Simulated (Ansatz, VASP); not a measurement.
## W: VASP beside Ansatz

```
W
1.0
     0.02030    2.04015    2.04015
     2.04015    0.02030    2.04015
     2.04015    2.04015    0.02030
W
1
Direct
  0.00000 0.00000 0.00000
```

Change from the starting cell: equal xy, yz and zx shear strains of +1 %, crystal datasets.

Alike in both runs: task electric field gradients; functional PBEsol; k mesh 14 × 14 × 14; occupations fermi-dirac, width 0.05 eV; no spin polarisation.

|  | VASP | Ansatz |
| --- | --- | --- |
| version | VASP 6.6.1 | Ansatz 0.2.0 |
| potentials or method | VASP PAW PBE potentials, release 64 (W_sv), cutoff 520 eV | all-electron PAW with datasets made for the crystal, scalar-relativistic |

Ansatz gave:

* pressure (GPa): -12.4
* traceless stress, the component that is largest in VASP (GPa): 1.36
* size of Vzz on the site where it differs most (V/Å²): 10.4

Which values does VASP return?

Pressure (GPa): -12.1; traceless stress, the component that is largest in VASP (GPa): 1.38; size of Vzz on the site where it differs most (V/Å²): 6.7.

VASP's potentials were made for PBE, not for PBEsol. Ansatz ran all-electron here, and VASP with PAW potentials.

Spin-orbit coupling is off throughout.
